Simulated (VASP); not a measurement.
A run of VASP 6.6.1 is set up as follows.

Contents of INCAR:

```
PREC = Accurate ; ENCUT = 520
EDIFF = 1E-6 ; ISMEAR = -1
SIGMA = 0.1 ; LREAL = False
LASPH = True ; NELM = 60
ALGO = Normal ; ISIF = 2
LWAVE = False ; LCHARG = True
GGA = CA ; LELF = True
LVHAR = True ; NBANDS = 15
```

The input KPOINTS:

```
regular mesh
0
Gamma
  10 10 10
```

Contents of POSCAR:

```
ZrC
1.0
    0.0000000000      2.3147219645      2.3147219645
    2.3147219645      0.0000000000      2.3147219645
    2.3147219645      2.3147219645      0.0000000000
Zr C
1 1
Direct
    0.5000000000      0.5000000000      0.5000000000
    0.0000000000      0.0000000000      0.0000000000
```

Potentials or basis: VASP PAW LDA potentials, release 64 (Zr_sv, C).

Command:

```console
$ cat potpaw_LDA.64/Zr_sv/POTCAR potpaw_LDA.64/C/POTCAR > POTCAR
$ mpirun -np 1 vasp_std > vasp.out
```

Question: Predict the pressure.

Answer: 2.6 GPa.

Question: Estimate the band gap on the k mesh.

Answer: Zero (band 8 reaches 10.94 eV, above the bottom of band 9 at 9.67 eV).
